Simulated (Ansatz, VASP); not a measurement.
## Ti in VASP and in Ansatz

The input POSCAR:

```
Ti
1.0
    2.9942478283      0.0000000000      0.0000000000
   -1.4971239141      2.5930946845      0.0000000000
    0.0000000000      0.0000000000      4.6860000000
Ti
2
Direct
    0.3333333333      0.6666666667      0.2500000000
    0.6666666667      0.3333333333      0.7500000000
```

The input INCAR.step1:

```
  PREC = Accurate
  ENCUT = 520
  ISMEAR = 0
  SIGMA = 0.15
  LREAL = F
  LASPH = T
  NELM = 60
  NBANDS = 19
  GGA = PE
  ALGO = Normal
  EDIFF = 1E-4
  LWAVE = T
  LCHARG = F
```

The input INCAR.step2:

```
  PREC = Accurate
  ENCUT = 520
  EDIFF = 1E-7
  ISMEAR = 0
  SIGMA = 0.15
  LREAL = F
  LASPH = T
  NELM = 60
  ALGO = Normal
  ISIF = 2
  LWAVE = F
  LCHARG = T
  METAGGA = R2SCAN
  LMIXTAU = T
  LELF = T
  LVHAR = T
  NBANDS = 19
  ISTART = 1
```

KPOINTS

```
Automatic mesh
0
Gamma
  18 18 10
```

Input for Ansatz:

```yaml
crystal:
  lattice:
    - [2.9942478283, 0.0, 0.0]
    - [-1.4971239141, 2.5930946845, 0.0]
    - [0.0, 0.0, 4.686]
  atoms:
    - { symbol: Ti, position: [0.3333333333, 0.6666666667, 0.25] }
    - { symbol: Ti, position: [0.6666666667, 0.3333333333, 0.75] }
basis:
  ecutwfc: 500
kpoints:
  mp_grid: { grid: [18, 18, 10] }
hamiltonian:
  xc: r2scan
scf:
  occupations: { method: gaussian, width: 0.15 }
output:
  forces: true
  stress: true
  eigenvalues: true
```

Change from the starting cell: strain +0.0150 x Voigt [1, 1, 0, 0, 0, 0], atoms carried along.

Alike in both runs: task single point; functional r2SCAN; k mesh 18 × 18 × 10; occupations gaussian, width 0.15 eV; no spin polarisation.

|  | VASP | Ansatz |
| --- | --- | --- |
| version | VASP 6.6.1 | Ansatz 0.2.0 |
| potentials or method | VASP PAW PBE potentials, release 64 (Ti_sv), cutoff 520 eV | scalar-relativistic, plane waves, PAW |
| valence electrons in the cell | 24 | 24 |

VASP gave:

- gap on the k mesh at the Fermi level (eV): none
- pressure (GPa): -5.0
- traceless stress, the component that is largest in VASP (GPa): 0.75

Question: Estimate Ansatz's values.

Answer: gap on the k mesh at the Fermi level (eV): none; pressure (GPa): -5.4; traceless stress, the component that is largest in VASP (GPa): 0.73.

VASP's potentials were made for PBE, not for r2SCAN. A gap of «none» marks a metal or a gap that the smearing closes. The functional is the same, so the differences come from potentials, cutoffs and numerics.
